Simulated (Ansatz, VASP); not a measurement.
# Al: VASP beside Ansatz

File INCAR:

```
SYSTEM = Al
ALGO     = Normal         ! electronic algorithm
EDIFF    = 1E-6           ! SCF threshold, eV
EDIFFG   = -0.01          ! ionic threshold
ENCUT    = 600            ! plane-wave cutoff, eV
GGA      = PS             ! functional
IBRION   = 2              ! ionic algorithm
ISIF     = 3              ! what is computed and relaxed
ISMEAR   = -1             ! smearing method
IVDW     = 12             ! dispersion correction
LASPH    = .True.         ! aspherical terms in the spheres
LCHARG   = .False.        ! write CHGCAR
LREAL    = .False.        ! projectors in reciprocal space
LWAVE    = .False.        ! write WAVECAR
NELM     = 60             ! most SCF steps
NSW      = 80             ! ionic steps
PREC     = Accurate       ! precision mode
SIGMA    = 0.3            ! smearing width, eV
```

KPOINTS

```
k-points
0
Gamma
  7 7 4
  0 0 0
```

File POSCAR:

```
Al
1.0
    2.8124553500      0.0000000000      0.0000000000
   -1.4062276800      2.4356577800      0.0000000000
    0.0000000000      0.0000000000      4.8668500000
Al
2
Direct
    0.6666666700      0.3333333300      0.7500000000
    0.3333333300      0.6666666700      0.2500000000
```

Input for Ansatz:

```yaml
crystal:
  lattice:
    - [2.81245535, 0.0, 0.0]
    - [-1.40622768, 2.43565778, 0.0]
    - [0.0, 0.0, 4.86685]
  atoms:
    - { symbol: Al, position: [0.66666667, 0.33333333, 0.75] }
    - { symbol: Al, position: [0.33333333, 0.66666667, 0.25] }
accuracy: medium
basis:
  ecutwfc: 550.0
kpoints:
  mp_grid:
    grid: [7, 7, 4]
    shift: [0.0, 0.0, 0.0]
hamiltonian:
  xc: pbesol
  dispersion: d3bj
scf:
  n_extra_bands: 8
  occupations:
    method: fermi_dirac
    width: 0.3
relax:
  cell: {}
```

Alike in both runs: task relaxation of cell and atoms; functional PBEsol; dispersion D3(BJ); k mesh 7 × 7 × 4; occupations fermi-dirac, width 0.3 eV; no spin polarisation.

```csv
,VASP,Ansatz
version,VASP 6.6.1,Ansatz 0.2.0
potentials or method,"VASP PAW PBE potentials, release 64 (Al), cutoff 600 eV","plane waves, PAW"
valence electrons in the cell,6,6
```

Ansatz gave:

```
relaxed volume (Å³/atom)                                     : 15.80
relaxed cell length with the largest relative difference (Å) : 4.583
```

Question: Estimate VASP's values.

Answer: Relaxed volume (Å³/atom): 15.82; relaxed cell length with the largest relative difference (Å): 4.586.

VASP's potentials were made for PBE, not for PBEsol.

The k mesh is coarse, so the values compare programs but aren't converged.
